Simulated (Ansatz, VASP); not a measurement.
**One calculation of Ti3Se, two programs**

```
CELL_PARAMETERS angstrom
2.82382 1.63033 3.14470
-2.82382 1.63033 3.14470
0.00000 -3.26066 3.14470
ATOMIC_POSITIONS crystal
Ti 0.00000 0.00000 0.50000
Ti 0.50000 0.00000 0.00000
Ti 0.00000 0.50000 0.00000
Se 0.00000 0.00000 0.00000
```

Alike in both runs: task single point; functional PBE; k mesh 6 × 6 × 6; occupations gaussian, width 0.1 eV; collinear spin.

|  | VASP | Ansatz |
| --- | --- | --- |
| version | VASP 6.6.1 | Ansatz 0.2.0 |
| potentials or method | VASP PAW PBE potentials, release 64 (Ti_sv, Se), cutoff 520 eV | scalar-relativistic, plane waves, PAW |
| valence electrons in the cell | 42 | 52 |

Ansatz gave:

| Quantity | Value |
| --- | --- |
| gap on the k mesh at the Fermi level (eV) | none |
| pressure (GPa) | 19.6 |
| traceless stress, the component that is largest in VASP (GPa) | 5.27 |
| net moment per atom (μB) | 0.00 |

**Question.** Estimate VASP's values.

**Answer.** gap on the k mesh at the Fermi level (eV): none; pressure (GPa): 19.7; traceless stress, the component that is largest in VASP (GPa): 5.38; net moment per atom (μB): 0.00.

A gap of «none» marks a metal or a gap that the smearing closes. The functional is the same, so the differences come from potentials, cutoffs and numerics. VASP's potentials hold 42 valence electrons a cell and Ansatz's 52, so a difference there can come from the potentials and not from the codes. Ansatz's warnings: seeded moment not kept.
